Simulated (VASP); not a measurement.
Set up this calculation in VASP 6.6.1, as the native input.

```yaml
Task: single point
Functional: PBE
Potentials_or_basis: VASP PAW PBE potentials, release 64 (Na_pv, Cd, Cl)
Cutoff: 520 eV
k_mesh: 6 × 6 × 6
Occupations: fermi-dirac, width 0.02 eV
Spin: no spin polarisation
Dipole_correction: no
Further_INCAR_settings: ALGO = Normal; EDIFF = 1e-06; NBANDS = 28
```

The structure of NaCdCl3 lies in POSCAR:

```
NaCdCl3
1.0
    5.0381224168      0.0000000000      0.0000000000
    0.0000000000      5.0381224168      0.0000000000
    0.0000000000      0.0000000000      5.2548695669
Na Cd Cl
1 1 3
Direct
    0.0000000000      0.0000000000      0.0000000000
    0.5000000000      0.5000000000      0.5000000000
    0.5000000000      0.5000000000      0.0000000000
    0.5000000000      0.0000000000      0.5000000000
    0.0000000000      0.5000000000      0.5000000000
```

This cell differs from its parent crystal: epitaxial xy strain -2.5%.

These files were run (other wordings do the same):

INCAR

```
SYSTEM = NaCdCl3
  PREC = Accurate
  ENCUT = 520
  EDIFF = 1E-6
  ISMEAR = -1
  SIGMA = 0.02
  LREAL = .FALSE.
  LASPH = .TRUE.
  NELM = 80
  ALGO = Normal
  ISIF = 2
  LWAVE = .FALSE.
  LCHARG = .FALSE.
  GGA = PE
  NBANDS = 28
```

KPOINTS

```
regular mesh
0
G
  6 6 6
  0 0 0
```

Potentials or basis: VASP PAW PBE potentials, release 64 (Na_pv, Cd, Cl).

Launch:

```sh
$ cat potpaw_PBE.64/Na_pv/POTCAR potpaw_PBE.64/Cd/POTCAR potpaw_PBE.64/Cl/POTCAR > POTCAR
$ mpirun -np 1 vasp_std > vasp.out
```

It gave:

```json
{
  "Pressure": "2.6 GPa",
  "Band gap on the k mesh": "1.83 eV (least direct gap 2.84 eV)"
}
```

Caveat: the cell differs from its parent crystal (epitaxial xy strain -2.5%).

It took 66 s on 1 thread of AMD EPYC 9R45 96-Core Processor (Zen 5), on a shared host, peak memory 0.27 GiB.
